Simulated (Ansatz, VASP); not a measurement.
SnO in VASP and in Ansatz

The input INCAR:

```
PREC = Accurate
ENCUT = 520
EDIFF = 1E-6
ISMEAR = 0
SIGMA = 0.15
LREAL = False
LASPH = True
NELM = 100
ALGO = Normal
ISIF = 2
LWAVE = False
LCHARG = False
GGA = CA
NBANDS = 28
```

Contents of KPOINTS:

```
Automatic mesh
0
Gamma
  10 10 8
```

POSCAR

```
SnO
1.0
    4.0306000000      0.0000000000      0.0000000000
    0.0000000000      4.0306000000      0.0000000000
    0.0000000000      0.0000000000      5.2140000000
Sn O
2 2
Direct
    0.0000000000      0.5000000000      0.2457459271
    0.5000000000      0.0000000000      0.7542540729
    0.0000000000      0.0000000000      0.0000000000
    0.5000000000      0.5000000000      0.0000000000
```

Input for Ansatz:

```yaml
crystal:
  lattice:
    - [4.0306, 0.0, 0.0]
    - [0.0, 4.0306, 0.0]
    - [0.0, 0.0, 5.214]
  atoms:
    - { symbol: Sn, position: [0.0, 0.5, 0.2457459271] }
    - { symbol: Sn, position: [0.5, 0.0, 0.7542540729] }
    - { symbol: O, position: [0.0, 0.0, 0.0] }
    - { symbol: O, position: [0.5, 0.5, 0.0] }
basis:
  ecutwfc: 520.0
kpoints:
  mp_grid: { grid: [10, 10, 8] }
hamiltonian:
  xc: lda
scf:
  occupations: { method: gaussian, width: 0.15 }
output:
  forces: true
  stress: true
  eigenvalues: true
```

Alike in both runs: task single point; functional LDA; k mesh 10 × 10 × 8; occupations gaussian, width 0.15 eV; no spin polarisation.

|  | VASP | Ansatz |
| --- | --- | --- |
| version | VASP 6.6.1 | Ansatz 0.2.0 |
| potentials or method | VASP PAW LDA potentials, release 64 (Sn_d, O), cutoff 520 eV | scalar-relativistic, plane waves, PAW |
| valence electrons in the cell | 40 | 40 |

VASP gave:

| Property | Result |
| --- | --- |
| gap on the k mesh at the Fermi level (eV) | 0.40 |
| least direct gap on the mesh (eV) | 1.57 |
| pressure (GPa) | -15.1 |
| traceless stress, the component that is largest in VASP (GPa) | -0.27 |
| rms of the force components (eV/Å) | 1.114 |

What did Ansatz give for the same quantities?

gap on the k mesh at the Fermi level (eV): 0.41; least direct gap on the mesh (eV): 1.56; pressure (GPa): -15.2; traceless stress, the component that is largest in VASP (GPa): -0.30; rms of the force components (eV/Å): 1.140.

LDA's correlation is that of Perdew and Zunger in VASP and of Perdew and Wang (1992) in Ansatz. Atom by atom the forces differ by 0.026 eV/Å (rms over components).
